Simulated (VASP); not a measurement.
# MgO (P6_3/mmc) in VASP: relaxation of cell and atoms with PBEsol

Aim: the relaxation of cell and atoms of MgO with PBEsol.

All numbers are computed with VASP 6.6.1; they aren't measurements. Logs are shortened: lines on timing, memory, paths and dates and some standing lists are left out, and cuts for length are marked.

### Step 1. The cell of the first run

The structure is hexagonal, space group P6_3/mmc (No. 194). Conventional cell: a = 2.980 Å, b = 2.980 Å, c = 24.331 Å, α = 90.00°, β = 90.00°, γ = 120.00°. Mg (site symmetry 3m) has 6 O at 2.11 Å within 2.8 Å. Mg (site symmetry 3m) has 6 O at 2.11 Å within 2.8 Å. Mg (site symmetry -6m2) has 6 O at 2.11 Å within 2.8 Å. O (site symmetry 3m) has 6 Mg at 2.11 Å and 1 O at 2.43 Å within 2.8 Å. Within 2.8 Å of O (site symmetry -3m) lie 6 Mg at 2.11 Å and 2 O at 2.43 Å. Within 2.8 Å of O (site symmetry 3m) lie 6 Mg at 2.11 Å and 1 O at 2.43 Å.

### Step 2. Relaxation of cell and atoms, PBEsol

INCAR reads:

```
SYSTEM = MgO
PREC = Accurate
ENCUT = 600
EDIFF = 1E-7
ISMEAR = 0
SIGMA = 0.02
LREAL = Auto
LASPH = .TRUE.
NELM = 80
ALGO = Normal
ISIF = 3
LWAVE = .FALSE.
LCHARG = .FALSE.
GGA = PS
IBRION = 2
NSW = 65
EDIFFG = -0.01
```

KPOINTS reads:

```
Automatic mesh
0
G
  12 12 2
  0 0 0
```

POSCAR reads:

```
MgO
1.0
    2.9799354756      0.0000000000      0.0000000000
   -1.4899677378      2.5806998235      0.0000000000
    0.0000000000      0.0000000000     24.3310701323
Mg O
10 10
Direct
    0.0000000000      0.0000000000      0.0000000000
    0.3333333333      0.6666666667      0.1000000000
    0.0000000000      0.0000000000      0.2000000000
    0.3333333333      0.6666666667      0.3000000000
    0.6666666667      0.3333333333      0.4000000000
    0.3333333333      0.6666666667      0.5000000000
    0.0000000000      0.0000000000      0.6000000000
    0.3333333333      0.6666666667      0.7000000000
    0.0000000000      0.0000000000      0.8000000000
    0.6666666667      0.3333333333      0.9000000000
    0.6666666667      0.3333333333      0.0500000000
    0.6666666667      0.3333333333      0.1500000000
    0.6666666667      0.3333333333      0.2500000000
    0.0000000000      0.0000000000      0.3500000000
    0.0000000000      0.0000000000      0.4500000000
    0.6666666667      0.3333333333      0.5500000000
    0.6666666667      0.3333333333      0.6500000000
    0.6666666667      0.3333333333      0.7500000000
    0.3333333333      0.6666666667      0.8500000000
    0.3333333333      0.6666666667      0.9500000000
```

Potentials or basis: VASP PAW PBE potentials, release 64 (Mg, O).

Command:

```
$ cat potpaw_PBE.64/Mg/POTCAR potpaw_PBE.64/O/POTCAR > POTCAR
$ mpirun -np 1 vasp_std > vasp.out
```

OUTCAR:

```text
SYSTEM = MgO
   PREC = Accurate
   ENCUT = 600
   EDIFF = 1E-7
   ISMEAR = 0
   LREAL = Auto
   LASPH = .TRUE.
   NELM = 80
   ISIF = 3
   GGA = PS
   IBRION = 2
   NSW = 65
   EDIFFG = -0.01

 ion  position               nearest neighbor table
   1  0.000  0.000  0.000-  11 2.11  20 2.11  20 2.11  11 2.11  11 2.11  20 2.11   2 2.98  10 2.98
                             2 2.98  10 2.98   2 2.98  10 2.98
   2  0.333  0.667  0.100-  12 2.11  11 2.11  12 2.11  11 2.11  12 2.11  11 2.11   1 2.98   3 2.98
                             1 2.98   3 2.98   1 2.98   3 2.98
   3  0.000  0.000  0.200-  13 2.11  12 2.11  13 2.11  12 2.11  13 2.11  12 2.11   4 2.98   2 2.98
                             4 2.98   2 2.98   4 2.98   2 2.98
   4  0.333  0.667  0.300-  13 2.11  13 2.11  14 2.11  14 2.11  14 2.11  13 2.11   5 2.98   3 2.98
                             5 2.98   3 2.98   3 2.98   5 2.98
   5  0.667  0.333  0.400-  14 2.11  15 2.11  14 2.11  15 2.11  14 2.11  15 2.11   4 2.98   6 2.98
                             4 2.98   6 2.98   4 2.98   6 2.98
   6  0.333  0.667  0.500-  16 2.11  15 2.11  16 2.11  15 2.11  15 2.11  16 2.11   5 2.98   5 2.98
                             7 2.98   7 2.98   7 2.98   5 2.98
   7  0.000  0.000  0.600-  17 2.11  16 2.11  17 2.11  16 2.11  17 2.11  16 2.11   6 2.98   8 2.98
                             6 2.98   8 2.98   6 2.98   8 2.98
   8  0.333  0.667  0.700-  18 2.11  17 2.11  18 2.11  17 2.11  18 2.11  17 2.11   9 2.98   7 2.98
                             9 2.98   7 2.98   9 2.98   7 2.98
   9  0.000  0.000  0.800-  18 2.11  19 2.11  18 2.11  19 2.11  18 2.11  19 2.11   8 2.98  10 2.98
                             8 2.98  10 2.98   8 2.98  10 2.98
  10  0.667  0.333  0.900-  19 2.11  20 2.11  19 2.11  20 2.11  19 2.11  20 2.11   1 2.98   9 2.98
                             1 2.98   9 2.98   1 2.98   9 2.98
  11  0.667  0.333  0.050-   2 2.11   1 2.11   2 2.11   1 2.11   1 2.11   2 2.11
  12  0.667  0.333  0.150-   2 2.11   2 2.11   3 2.11   3 2.11   3 2.11   2 2.11
  13  0.667  0.333  0.250-   4 2.11   3 2.11   4 2.11   3 2.11   3 2.11   4 2.11
  14  0.000  0.000  0.350-   5 2.11   4 2.11   5 2.11   4 2.11   5 2.11   4 2.11
  15  0.000  0.000  0.450-   6 2.11   5 2.11   6 2.11   5 2.11   6 2.11   5 2.11
  16  0.667  0.333  0.550-   6 2.11   6 2.11   7 2.11   7 2.11   7 2.11   6 2.11
  17  0.667  0.333  0.650-   8 2.11   7 2.11   8 2.11   7 2.11   7 2.11   8 2.11
  18  0.667  0.333  0.750-   8 2.11   9 2.11   8 2.11   9 2.11   9 2.11   8 2.11
  19  0.333  0.667  0.850-  10 2.11  10 2.11   9 2.11   9 2.11   9 2.11  10 2.11
  20  0.333  0.667  0.950-  10 2.11   1 2.11  10 2.11   1 2.11   1 2.11  10 2.11

  LATTYP: Found a hexagonal cell.
 ALAT       =     2.9799354756
 C/A-ratio  =     8.1649654268

  Lattice vectors:

 A1 = (   2.9799354756,   0.0000000000,   0.0000000000)
 A2 = (  -1.4899677378,   2.5806998235,   0.0000000000)
 A3 = (   0.0000000000,   0.0000000000,  24.3310701323)

Analysis of symmetry for initial positions (statically):
=====================================================================
 Subroutine PRICEL returns:
 Original cell was already a primitive cell.

 Routine SETGRP: Setting up the symmetry group for a
 hexagonal supercell.

 Subroutine GETGRP returns: Found 24 space group operations
 (whereof  6 operations were pure point group operations)
 out of a pool of 24 trial point group operations.

The static configuration has the point symmetry C_3v.
 The point group associated with its full space group is D_6h.

Analysis of symmetry for dynamics (positions and initial velocities):
=====================================================================
 Subroutine PRICEL returns:
 Original cell was already a primitive cell.

 Routine SETGRP: Setting up the symmetry group for a
 hexagonal supercell.

 Subroutine GETGRP returns: Found 24 space group operations
 (whereof  6 operations were pure point group operations)
 out of a pool of 24 trial point group operations.

The dynamic configuration has the point symmetry C_3v.
 The point group associated with its full space group is D_6h.

 Subroutine INISYM returns: Found 24 space group operations
 (whereof  6 operations are pure point group operations),
 and found     1 'primitive' translations

----------------------------------------------------------------------------------------

                                     Primitive cell

  volume of cell :     187.1137

  direct lattice vectors                    reciprocal lattice vectors
     2.979935476  0.000000000  0.000000000     0.335577736  0.193745896  0.000000000
    -1.489967738  2.580699823  0.000000000     0.000000000  0.387491792  0.000000000
     0.000000000  0.000000000 24.331070132     0.000000000  0.000000000  0.041099713

  length of vectors
     2.979935476  2.979935476 24.331070132     0.387491792  0.387491792  0.041099713

  position of ions in fractional coordinates (direct lattice)
     0.000000000  0.000000000  0.000000000
     0.333333333  0.666666667  0.100000000
     0.000000000  0.000000000  0.200000000
     0.333333333  0.666666667  0.300000000
     0.666666667  0.333333333  0.400000000
     0.333333333  0.666666667  0.500000000
[... 12 lines left out ...]
     0.333333333  0.666666667  0.850000000
     0.333333333  0.666666667  0.950000000

  ion indices of the primitive-cell ions
   primitive index   ion index
                 1           1
                 2           2
                 3           3
                 4           4
                 5           5
                 6           6
[... 12 lines left out ...]
                19          19
                20          20

----------------------------------------------------------------------------------------

 KPOINTS: Automatic mesh

Automatic generation of k-mesh.
 Grid dimensions read from file:
 generate k-points for:   12   12    2

 Generating k-lattice:

  Cartesian coordinates                     Fractional coordinates (reciprocal lattice)
     0.027964811  0.016145491  0.000000000     0.083333333 -0.000000000  0.000000000
     0.000000000  0.032290983  0.000000000     0.000000000  0.083333333  0.000000000
     0.000000000  0.000000000  0.020549857     0.000000000  0.000000000  0.500000000

  Length of vectors
     0.032290983  0.032290983  0.020549857

  Shift w.r.t. Gamma in fractional coordinates (k-lattice)
     0.000000000  0.000000000  0.000000000

 Subroutine IBZKPT returns following result:
 ===========================================

 Found     38 irreducible k-points:

 Following reciprocal coordinates:
            Coordinates               Weight
  0.000000  0.000000  0.000000      1.000000
  0.083333 -0.000000  0.000000      6.000000
  0.166667 -0.000000  0.000000      6.000000
  0.250000 -0.000000  0.000000      6.000000
  0.333333  0.000000  0.000000      6.000000
  0.416667 -0.000000  0.000000      6.000000
[... 16 lines left out ...]
  0.250000 -0.000000  0.500000      6.000000
  0.333333  0.000000  0.500000      6.000000
 [... further k-points ...]
   k-points           NKPTS =     38   k-points in BZ     NKDIM =     38   number of bands    NBANDS=     51
   number of dos      NEDOS =    301   number of ions     NIONS =     20
   total plane-waves  NPLWV = 112896
   dimension x,y,z NGX =    24 NGY =   24 NGZ =  196
   dimension x,y,z NGXF=    48 NGYF=   48 NGZF=  392
   ions per type =              10  10
   NGX,Y,Z   is equivalent  to a cutoff of  13.39, 13.39, 13.39 a.u.
   NGXF,Y,Z  is equivalent  to a cutoff of  26.78, 26.78, 26.78 a.u.
 SYSTEM =  MgO
   PREC   = accura    normal or accurate (medium, high low for compatibility)
   ISTART =      0    job   : 0-new  1-cont  2-samecut
   ICHARG =      2    charge: 1-file 2-atom 10-const
   ISPIN  =      1    spin polarized calculation?
   LNONCOLLINEAR =      F non collinear calculations
   LSORBIT =      F    spin-orbit coupling
   LASPH  =      T    aspherical Exc in radial PAW
   ENCUT  =  600.0 eV  44.10 Ry    6.64 a.u.   5.95  5.95 48.60*2*pi/ulx,y,z
   NELM   =     80;   NELMIN=  2; NELMDL= -5     # of ELM steps
   EDIFF  = 0.1E-06   stopping-criterion for ELM
   LREAL  =      T    real-space projection
   EDIFFG = -.1E-01   stopping-criterion for IOM
   NSW    =     65    number of steps for IOM
   IBRION =      2    ionic relax: 0-MD 1-quasi-New 2-CG
   NFREE  =      1    steps in history (QN), initial steepest desc. (CG)
   ISIF   =      3    stress and relaxation
   ISYM   =      2    0-nonsym 1-usesym 2-fastsym
   POTIM  = 0.5000    time-step for ionic-motion
   TEBEG  =    0.0;   TEEND  =   0.0 temperature during run
   PSTRESS=    0.0 pullay stress
   NELECT =      80.0000    total number of electrons
   NUPDOWN=      -1.0000    fix difference up-down
   EMIN   =  10.00;   EMAX   =-10.00  energy-range for DOS
   EFERMI =   0.00;   METHOD = LEGACY
   ISMEAR =     0;   SIGMA  =   0.02  broadening in eV -4-tet -1-fermi 0-gaus
   EFERMI_NEDOS =   21; number of points for ismear=-14 and -15
   IALGO  =     38    algorithm
   IMIX   =      4    mixing-type and parameters
     AMIX     =   0.40;   BMIX     =  1.00
     AMIX_MAG =   1.60;   BMIX_MAG =  1.00
  volume/ion in A,a.u.               =       9.36        63.14
  Fermi-wavevector in a.u.,A,eV,Ry     =   1.233303  2.330604 20.694941  1.521035
  Thomas-Fermi vector in A             =   2.368038
   LORBIT       =      0    0 simple, 1 ext, 2 COOP (PROOUT), +10 PAW based schemes
   GGA     = PS    functional components
   LHFCALC =     F    Hartree Fock is set to
   AEXX    =    0.0000 exact exchange contribution
   IVDW    =     0    specifies the selected vdW correction
   LEPSILON=     F    determine dielectric tensor
   LRPA    =     F    only Hartree local field effects (RPA)
 conjugate gradient relaxation of ions
 non-spin polarized calculation
 Gauss-broadening in eV      SIGMA  =   0.02
  energy-cutoff  :      600.00
  volume of cell :      187.11
 maximum number of plane-waves:      6312
 NGX is ok and might be reduce to    24
   NGX = 11   NGY = 11   NGZ = 97

--------------------------------------- Ionic step        1  -------------------------------------------

 number of electron      80.0000018 magnetization

 Free energy of the ion-electron system (eV)
  ---------------------------------------------------
  ext. energy  EPLUGINS =         0.00000000
  ---------------------------------------------------
  free energy    TOTEN  =      -121.58662918 eV

  energy without entropy =     -121.58662918  energy(sigma->0) =     -121.58662918

------------------------ aborting loop because EDIFF is reached ----------------------------------------

  FORCE on cell =-STRESS in cart. coord.  units (eV):
  Direction    XX          YY          ZZ          XY          YZ          ZX
  --------------------------------------------------------------------------------------
  -------------------------------------------------------------------------------------
  Total       -4.5620038     -4.5620038     21.4862630      0.0000000      0.0000000     -0.0000000
  in kB      -39.0625568    -39.0625568    183.9780056      0.0000000      0.0000000     -0.0000000
  external PRESSURE =      35.2842973 kB  Pullay stress =       0.0000000 kB
[... 143 lines left out ...]
  FREE ENERGIE OF THE ION-ELECTRON SYSTEM (eV)
  ---------------------------------------------------
  free  energy   TOTEN  =      -122.2285032385 eV

  energy  without entropy=     -122.2285032385  energy(sigma->0) =     -122.22850324

[... ionic steps 4 to 7 ...]

--------------------------------------- Ionic step        8  -------------------------------------------

 number of electron      79.9999991 magnetization

------------------------ aborting loop because EDIFF is reached ----------------------------------------
[... 103 lines left out ...]
--------------------------------------- Ionic step       10  -------------------------------------------

 number of electron      79.9999991 magnetization

 Free energy of the ion-electron system (eV)
  ---------------------------------------------------
  ext. energy  EPLUGINS =         0.00000000
  ---------------------------------------------------
  free energy    TOTEN  =      -122.25295940 eV

  energy without entropy =     -122.25295940  energy(sigma->0) =     -122.25295940

 E-fermi :   3.4568     XC(G=0): -11.2184

 val. band max:        3.3047941531   @ k =   0.0833   0.0833   0.0000
 cond. band min:       6.9554637810   @ k =   0.0000   0.0000   0.0000
 fundamental gap:      3.6506696279
 Fermi energy:         3.4567611608

 k-point     1 :       0.0000    0.0000    0.0000
  band No.  band energies     occupation
      1     -14.1290      2.00000
      2     -14.0289      2.00000
      3     -14.0184      2.00000
      4     -13.7341      2.00000
      5     -13.7306      2.00000
      6     -13.3526      2.00000
[... 1285 lines left out ...]
     50      12.6370      0.00000
     51      13.6562      0.00000

 [... further k-points ...]

------------------------ aborting loop because EDIFF is reached ----------------------------------------

  FORCE on cell =-STRESS in cart. coord.  units (eV):
  Direction    XX          YY          ZZ          XY          YZ          ZX
  --------------------------------------------------------------------------------------
  -------------------------------------------------------------------------------------
  Total       -0.0322583     -0.0322583      0.0590465      0.0000000      0.0000000     -0.0000000
  in kB       -0.2720383     -0.2720383      0.4979468      0.0000000      0.0000000     -0.0000000
  external PRESSURE =      -0.0153766 kB  Pullay stress =       0.0000000 kB
[... 35 lines left out ...]
  FREE ENERGIE OF THE ION-ELECTRON SYSTEM (eV)
  ---------------------------------------------------
  free  energy   TOTEN  =      -122.2529593965 eV

  energy  without entropy=     -122.2529593965  energy(sigma->0) =     -122.25295940

 reached required accuracy - stopping structural energy minimisation
```

Run time: 1.6 h. Hardware: 1 thread of Oxide Virtual Turin-like, shared host; peak memory 0.49 GiB.

Results:

```yaml
Free_energy: -122.2530 eV
Relaxed_volume: 9.50 Å³/atom
Relaxed_cell: a = 2.947 Å, b = 2.947 Å, c = 25.260 Å, α = 90.00°, β = 90.00°, γ = 120.00°
Space_group_after_relaxing_to_0.1_Å: P6_3/mmc (No. 194)
Energy_gained_by_relaxing: 33.3 meV/atom
Ionic_steps: 10
Pressure_after_relaxing: 0.0 GPa
Largest_force_after_relaxing: 0.004 eV/Å
Band_gap_on_the_k_mesh: 3.65 eV (least direct gap 3.71 eV)
```

Forces on the atoms (eV/Å):
```
Mg   0.000  0.000  0.004
Mg   0.000  0.000 -0.003
Mg   0.000  0.000  0.003
Mg   0.000  0.000 -0.004
Mg   0.000  0.000  0.000
Mg   0.000  0.000  0.004
Mg   0.000  0.000 -0.003
Mg   0.000  0.000  0.003
Mg   0.000  0.000 -0.004
Mg   0.000  0.000  0.000
O    0.000  0.000 -0.003
O    0.000  0.000  0.000
O    0.000  0.000  0.003
O    0.000  0.000  0.003
O    0.000  0.000 -0.003
O    0.000  0.000 -0.003
O    0.000  0.000  0.000
O    0.000  0.000  0.003
O    0.000  0.000  0.003
O    0.000  0.000 -0.003
```

Stress tensor (GPa, compression positive):
```
-0.03  0.00  0.00
 0.00 -0.03  0.00
 0.00  0.00  0.05
```

The path:
```tsv
step	energy change (eV)	largest force (eV/Å)	pressure (GPa)	volume (Å³)
1	0.0000	1.1551	3.53	187.11
2	-0.5883	0.3804	-2.07	192.50
3	-0.6419	0.3333	-1.02	191.29
4	-0.6593	0.1073	0.12	189.82
5	-0.6593	0.1094	0.16	189.77
6	-0.6634	0.0713	0.14	189.80
7	-0.6659	0.0475	0.12	189.83
8	-0.6660	0.0439	0.12	189.84
9	-0.6662	0.0370	-0.09	190.09
10	-0.6663	0.0044	0.00	189.99
```

Final structure:
```
CELL_PARAMETERS angstrom
2.94698 0.00000 0.00000
-1.47349 2.55216 0.00000
0.00000 0.00000 25.26012
ATOMIC_POSITIONS crystal
Mg 0.00000 0.00000 0.99937
Mg 0.33333 0.66667 0.09882
Mg 0.00000 0.00000 0.20118
Mg 0.33333 0.66667 0.30063
Mg 0.66667 0.33333 0.40000
Mg 0.33333 0.66667 0.49937
Mg 0.00000 0.00000 0.59882
Mg 0.33333 0.66667 0.70118
Mg 0.00000 0.00000 0.80063
Mg 0.66667 0.33333 0.90000
O 0.66667 0.33333 0.04750
O 0.66667 0.33333 0.15000
O 0.66667 0.33333 0.25250
O 0.00000 0.00000 0.34875
O 0.00000 0.00000 0.45125
O 0.66667 0.33333 0.54750
O 0.66667 0.33333 0.65000
O 0.66667 0.33333 0.75250
O 0.33333 0.66667 0.84875
O 0.33333 0.66667 0.95125
```

Caveat: the PAW data sets were made with another functional, which shifts forces and pressure a little.
